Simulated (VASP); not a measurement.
# RbCl (Fm-3m) in VASP: single point with PBE

Aim: the single point of RbCl with PBE.

Program: VASP 6.6.1. These are calculated values, not measurements. Logs are shortened: lines on timing, memory, paths and dates and some standing lists are left out, and cuts for length are marked.

## 1. The cell of the first run

Symmetry: Fm-3m, No. 225, cubic system. The conventional cell has a = 6.548 Å, b = 6.548 Å, c = 6.548 Å, α = 90.00°, β = 90.00°, γ = 90.00°. Rb (site symmetry m-3m) has 6 Cl at 3.27 Å within 4.3 Å. Within 4.3 Å of Cl (site symmetry m-3m) lie 6 Rb at 3.27 Å.

## 2. Single point, PBE

INCAR reads:

```
SYSTEM = RbCl
PREC = Accurate ; ENCUT = 500
EDIFF = 1E-6 ; ISMEAR = 0
SIGMA = 0.05 ; LREAL = .FALSE.
LASPH = .TRUE. ; NELM = 120
ALGO = Normal ; ISIF = 2
LWAVE = .FALSE. ; LCHARG = .TRUE.
GGA = PE ; LELF = .TRUE.
LVHAR = .TRUE. ; NBANDS = 15
GGA_COMPAT = .FALSE.
```

KPOINTS reads:

```
Automatic mesh
0
G
  8 8 8
  0 0 0
```

POSCAR reads:

```
RbCl
1.0
    0.0000000000      3.2740000000      3.2740000000
    3.2740000000      0.0000000000      3.2740000000
    3.2740000000      3.2740000000      0.0000000000
Rb Cl
1 1
Direct
    0.0000000000      0.0000000000      0.0000000000
    0.5000000000      0.5000000000      0.5000000000
```

Potentials or basis: VASP PAW PBE potentials, release 64 (Rb_sv, Cl).

On the command line:

```sh
$ cat potpaw_PBE.64/Rb_sv/POTCAR potpaw_PBE.64/Cl/POTCAR > POTCAR
$ mpirun -np 1 vasp_std > vasp.out
```

OUTCAR:

```text
SYSTEM = RbCl
   PREC = Accurate
   ENCUT = 500
   EDIFF = 1E-6
   ISMEAR = 0
   LREAL = .FALSE.
   LASPH = .TRUE.
   NELM = 120
   ISIF = 2
   GGA = PE

 ion  position               nearest neighbor table
   1  0.000  0.000  0.000-   2 3.27   2 3.27   2 3.27   2 3.27   2 3.27   2 3.27
   2  0.500  0.500  0.500-   1 3.27   1 3.27   1 3.27   1 3.27   1 3.27   1 3.27

  LATTYP: Found a face centered cubic cell.
 ALAT       =     6.5480000000

  Lattice vectors:

 A1 = (   0.0000000000,   3.2740000000,   3.2740000000)
 A2 = (   3.2740000000,   0.0000000000,   3.2740000000)
 A3 = (   3.2740000000,   3.2740000000,   0.0000000000)

Analysis of symmetry for initial positions (statically):
=====================================================================
 Subroutine PRICEL returns:
 Original cell was already a primitive cell.

 Routine SETGRP: Setting up the symmetry group for a
 face centered cubic supercell.

 Subroutine GETGRP returns: Found 48 space group operations
 (whereof 48 operations were pure point group operations)
 out of a pool of 48 trial point group operations.

The static configuration has the point symmetry O_h .

Analysis of symmetry for dynamics (positions and initial velocities):
=====================================================================
 Subroutine PRICEL returns:
 Original cell was already a primitive cell.

 Routine SETGRP: Setting up the symmetry group for a
 face centered cubic supercell.

 Subroutine GETGRP returns: Found 48 space group operations
 (whereof 48 operations were pure point group operations)
 out of a pool of 48 trial point group operations.

The dynamic configuration has the point symmetry O_h .

 Subroutine INISYM returns: Found 48 space group operations
 (whereof 48 operations are pure point group operations),
 and found     1 'primitive' translations

----------------------------------------------------------------------------------------

                                     Primitive cell

  volume of cell :      70.1885

  direct lattice vectors                    reciprocal lattice vectors
     0.000000000  3.274000000  3.274000000    -0.152718387  0.152718387  0.152718387
     3.274000000  0.000000000  3.274000000     0.152718387 -0.152718387  0.152718387
     3.274000000  3.274000000  0.000000000     0.152718387  0.152718387 -0.152718387

  length of vectors
     4.630135203  4.630135203  4.630135203     0.264516006  0.264516006  0.264516006

  position of ions in fractional coordinates (direct lattice)
     0.000000000  0.000000000  0.000000000
     0.500000000  0.500000000  0.500000000

  ion indices of the primitive-cell ions
   primitive index   ion index
                 1           1
                 2           2

[... 87 lines left out ...]
   EFERMI_NEDOS =   21; number of points for ismear=-14 and -15
   IALGO  =     38    algorithm
   IMIX   =      4    mixing-type and parameters
     AMIX     =   0.40;   BMIX     =  1.00
     AMIX_MAG =   1.60;   BMIX_MAG =  1.00
  volume/ion in A,a.u.               =      35.09       236.83
  Fermi-wavevector in a.u.,A,eV,Ry     =   1.000060  1.889840 13.607465  1.000120
  Thomas-Fermi vector in A             =   2.132392
   LORBIT       =      0    0 simple, 1 ext, 2 COOP (PROOUT), +10 PAW based schemes
   GGA     = PE    functional components
   LHFCALC =     F    Hartree Fock is set to
   AEXX    =    0.0000 exact exchange contribution
   IVDW    =     0    specifies the selected vdW correction
   LEPSILON=     F    determine dielectric tensor
   LRPA    =     F    only Hartree local field effects (RPA)
 non-spin polarized calculation
 Gauss-broadening in eV      SIGMA  =   0.05
  energy-cutoff  :      500.00
  volume of cell :       70.19
 maximum number of plane-waves:      1812
 NGX is ok and might be reduce to    36
   NGX = 17   NGY = 17   NGZ = 17

 number of electron      16.0000001 magnetization

 Free energy of the ion-electron system (eV)
  ---------------------------------------------------
  ext. energy  EPLUGINS =         0.00000000
  ---------------------------------------------------
  free energy    TOTEN  =        -6.65811239 eV

  energy without entropy =       -6.65811239  energy(sigma->0) =       -6.65811239

 E-fermi :  -1.5027     XC(G=0):  -7.4134

 val. band max:       -1.8203902476   @ k =   0.0000   0.0000   0.0000
 cond. band min:       3.2264020313   @ k =   0.0000   0.0000   0.0000
 fundamental gap:      5.0467922789
 Fermi energy:        -1.5027443267

 k-point     1 :       0.0000    0.0000    0.0000
  band No.  band energies     occupation
      1     -25.7070      2.00000
      2     -13.8324      2.00000
      3      -9.7558      2.00000
      4      -9.7558      2.00000
      5      -9.7558      2.00000
      6      -1.8204      2.00000
      7      -1.8204      2.00000
      8      -1.8204      2.00000
      9       3.2264      0.00000
     10       6.1833      0.00000
     11       6.1833      0.00000
     12       6.1833      0.00000
     13       7.1766      0.00000
     14       7.1766      0.00000
[... 401 lines left out ...]
      2     -13.8597      2.00000
      3      -9.8589      2.00000
      4      -9.8448      2.00000
      5      -9.7460      2.00000
      6      -2.4833      2.00000
      7      -2.1245      2.00000
      8      -2.1149      2.00000
      9       5.9471      0.00000
     10       6.0741      0.00000
     11       7.9763      0.00000
     12       8.1677      0.00000
     13       8.9519      0.00000
     14       9.9719      0.00000
     15      10.0789      0.00000

 [... further k-points ...]

------------------------ aborting loop because EDIFF is reached ----------------------------------------

  FORCE on cell =-STRESS in cart. coord.  units (eV):
  Direction    XX          YY          ZZ          XY          YZ          ZX
  --------------------------------------------------------------------------------------
  -------------------------------------------------------------------------------------
  Total        0.5039104      0.5039104      0.5039104      0.0000000      0.0000000      0.0000000
  in kB       11.5026495     11.5026495     11.5026495      0.0000000      0.0000000      0.0000000
  external PRESSURE =      11.5026495 kB  Pullay stress =       0.0000000 kB

 VOLUME and BASIS-vectors are now :
 -----------------------------------------------------------------------------
  energy-cutoff  :      500.00
  volume of cell :       70.19
      direct lattice vectors                 reciprocal lattice vectors
     0.000000000  3.274000000  3.274000000    -0.152718387  0.152718387  0.152718387
     3.274000000  0.000000000  3.274000000     0.152718387 -0.152718387  0.152718387
     3.274000000  3.274000000  0.000000000     0.152718387  0.152718387 -0.152718387

 POSITION                                       TOTAL-FORCE (eV/Angst)
 -----------------------------------------------------------------------------------
      0.00000      0.00000      0.00000        -0.000000      0.000000      0.000000
      3.27400      3.27400      3.27400         0.000000     -0.000000     -0.000000
 -----------------------------------------------------------------------------------
    total drift:                                0.000000      0.000000      0.000000

  FREE ENERGIE OF THE ION-ELECTRON SYSTEM (eV)
  ---------------------------------------------------
  free  energy   TOTEN  =        -6.6581123903 eV

  energy  without entropy=       -6.6581123903  energy(sigma->0) =       -6.65811239
```

It took 46 s on 1 thread of Intel Xeon 8259CL, shared host; peak memory 0.21 GiB.

Results:

```
Free energy            : -6.6581 eV
Pressure               : 1.2 GPa
Band gap on the k mesh : 5.05 eV
```

Levels at points of the mesh, in eV from the valence-band top:
```tsv
k point	band 5	band 6	band 7	band 8	band 9	band 10	band 11	band 12
(0.00, 0.00, 0.00)	-7.94	0.00	0.00	0.00	5.05	8.00	8.00	8.00
(0.50, 0.00, 0.00)	-7.91	-0.88	-0.35	-0.35	7.80	8.03	10.21	10.21
(0.50, 0.50, 0.00)	-8.04	-0.32	-0.10	-0.10	6.20	8.14	9.80	10.11
```
